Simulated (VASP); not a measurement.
CoO:

```
Co O
1.0
     0.00000    2.34977    2.34977
     2.34977    0.00000    2.34977
     2.34977    2.34977    0.00000
Co O
1 1
Direct
  0.00000 0.00000 0.00000
  0.25000 0.25000 0.25000
```

Base run:

```yaml
Program: VASP 6.6.1
Functional: PBE
Potentials_or_basis: VASP PAW PBE potentials, release 64 (Co, O)
Cutoff: 520 eV
k_mesh: 14 × 14 × 14
Occupations: gaussian, width 0.02 eV
Spin: no spin polarisation
Hubbard_terms: Co d U = 3.32 eV
```

Its results: band gap on the k mesh zero (an odd number of electrons rules out a gap without spin polarisation); pressure -25.1 GPa.

Task: The run is repeated on the same cell with these changes: spin from no spin polarisation to collinear spin, ferromagnetic start; further incar settings from ALGO = Normal; EDIFF = 1e-06; NBANDS = 14 to ALGO = Normal; EDIFF = 1e-06; NBANDS = 18. What comes out?

Result: Band gap on the k mesh 0.60 eV; pressure -6.1 GPa; net moment 3.00 μB per cell; site moments Co +2.72; O +0.17 μB.

Caveats: the cell stands under tension; an odd number of electrons without spin polarisation forces a metal (at least some runs); a magnetic or distorted state may lie lower (at least some runs); U without spin polarisation on a metal has little footing (at least some runs); a cell with one magnetic atom can't hold antiferromagnetic order, which such compounds often take (at least some runs).

A k mesh can miss the band edges.
